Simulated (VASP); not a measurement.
The system is NiCl3.

```xyz
8
Lattice="3.1207 5.4052 0.0000 -3.1207 5.4052 0.0000 0.0000 0.0000 5.6323" Properties=species:S:1:pos:R:3 pbc="T T T"
Cl   -1.1859    5.4052    1.4081
Cl    0.9674    1.6756    4.2242
Cl   -0.9674    1.6756    1.4081
Cl    1.1859    5.4052    4.2242
Cl    2.1533    3.7296    1.4081
Cl   -2.1533    3.7296    4.2242
Ni    0.0000    0.0000    0.0000
Ni    0.0000    0.0000    2.8162
```

- Program: VASP 6.6.1
- Task: relaxation of cell and atoms
- Functional: PBEsol
- Potentials or basis: VASP PAW PBE potentials, release 64 (Cl, Ni)
- Cutoff: 600 eV
- k mesh: 4 × 4 × 3
- Occupations: fermi-dirac, width 0.1 eV
- Spin: no spin polarisation

At the start: pressure -7.2 GPa; volume 23.75 Å³/atom.

Question: Where does the relaxation end?

Answer: Over 15 steps the energy falls by 107.1 meV/atom and the volume is 22.05 Å³/atom (-7.2 %); space group P6_3/mcm (No. 193, to 0.1 Å) before and after.

Step by step:
| step | energy change (eV) | largest force (eV/Å) | pressure (GPa) | volume (Å³) |
| --- | --- | --- | --- | --- |
| 1 | 0.0000 | 1.5057 | -7.19 | 190.01 |
| 2 | -0.7195 | 0.5793 | 4.21 | 162.18 |
| 3 | -0.8260 | 0.1129 | 0.25 | 168.68 |
| 4 | -0.8260 | 0.0740 | 0.47 | 168.28 |
| 5 | -0.8422 | 0.0475 | 0.36 | 169.05 |
| 6 | -0.8523 | 0.0002 | 0.23 | 170.30 |
| 7 | -0.8527 | 0.0588 | -0.11 | 171.26 |
| 8 | -0.8528 | 0.0434 | -0.03 | 171.01 |
| 9 | -0.8536 | 0.0399 | -0.02 | 171.45 |
| 10 | -0.8552 | 0.0295 | 0.00 | 172.78 |
| 11 | -0.8563 | 0.0076 | 0.05 | 175.46 |
| 12 | -0.8566 | 0.0143 | -0.11 | 176.90 |
| 13 | -0.8567 | 0.0118 | -0.06 | 176.43 |
| 14 | -0.8562 | 0.0476 | 0.21 | 176.17 |
| 15 | -0.8567 | 0.0018 | 0.00 | 176.37 |

Final structure:
```cif
data_structure
_symmetry_space_group_name_H-M 'P 1'
_symmetry_Int_Tables_number 1
_cell_length_a 6.0422
_cell_length_b 6.0422
_cell_length_c 5.5782
_cell_angle_alpha 90.000
_cell_angle_beta 90.000
_cell_angle_gamma 60.000
_cell_volume 176.37
loop_
_atom_site_label
_atom_site_type_symbol
_atom_site_fract_x
_atom_site_fract_y
_atom_site_fract_z
_atom_site_occupancy
Cl1 Cl 0.29382 0.70618 0.25000 1
Cl2 Cl 0.29382 0.00000 0.75000 1
Cl3 Cl 0.00000 0.29382 0.25000 1
Cl4 Cl 0.70618 0.29382 0.75000 1
Cl5 Cl 0.70618 0.00000 0.25000 1
Cl6 Cl 0.00000 0.70618 0.75000 1
Ni1 Ni 0.00000 0.00000 0.00000 1
Ni2 Ni 0.00000 0.00000 0.50000 1
```

Caveat: the k points lie up to 0.38 Å⁻¹ apart in the final cell; the PAW data sets were made with another functional, which shifts forces and pressure a little; the run has no spin polarisation, though such a crystal can be magnetic.
